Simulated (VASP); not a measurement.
Wanted: the native input for a VASP 6.6.1 run.

```yaml
Task: single point
Functional: PBEsol
Potentials_or_basis: VASP PAW PBE potentials, release 64 (Al, Cu)
Cutoff: 520 eV
k_mesh: 16 × 16 × 6
Occupations: gaussian, width 0.1 eV
Spin: no spin polarisation
Dipole_correction: no
Further_INCAR_settings: ALGO = Fast; EDIFF = 1e-07; NBANDS = 18
```

The structure of Al3Cu lies in POSCAR:

```
Al3Cu
1.0
    2.8328153001      0.0000000000      0.0000000000
    0.0000000000      2.8328153001      0.0000000000
    0.0000000000      0.0000000000      7.7596553608
Al Cu
3 1
Direct
    0.0000000000      0.0000000000      0.5000000000
    0.5000000000      0.5000000000      0.2177343021
    0.5000000000      0.5000000000      0.7822656979
    0.0000000000      0.0000000000      0.0000000000
```

This cell differs from its parent crystal: volume scaled by 1.06, then relaxed in part.

The input as run:

INCAR

```
SYSTEM = Al3Cu
PREC = Accurate
ENCUT = 520
EDIFF = 1E-7
ISMEAR = 0
SIGMA = 0.1
LREAL = .FALSE.
LASPH = .TRUE.
NELM = 100
ALGO = Fast
ISIF = 2
LWAVE = .FALSE.
LCHARG = .FALSE.
GGA = PS
NBANDS = 18
```

KPOINTS

```
Automatic mesh
0
G
  16 16 6
  0 0 0
```

Potentials or basis: VASP PAW PBE potentials, release 64 (Al, Cu).

Run with:

```bash
$ cat potpaw_PBE.64/Al/POTCAR potpaw_PBE.64/Cu/POTCAR > POTCAR
$ mpirun -np 1 vasp_std > vasp.out
```

Results of the run:

| Property | Result |
| --- | --- |
| Pressure | -4.9 GPa |
| Largest force | 0.022 eV/Å |
| Band gap on the k mesh | zero (band 10 reaches 11.75 eV, above the bottom of band 11 at 5.84 eV) |

Caveat: the PAW data sets were made with another functional, which shifts forces and pressure a little.

Wall time 2.9 min on 1 thread of AMD EPYC 9R45 96-Core Processor (Zen 5), with other jobs on the host, peak memory 0.29 GiB.
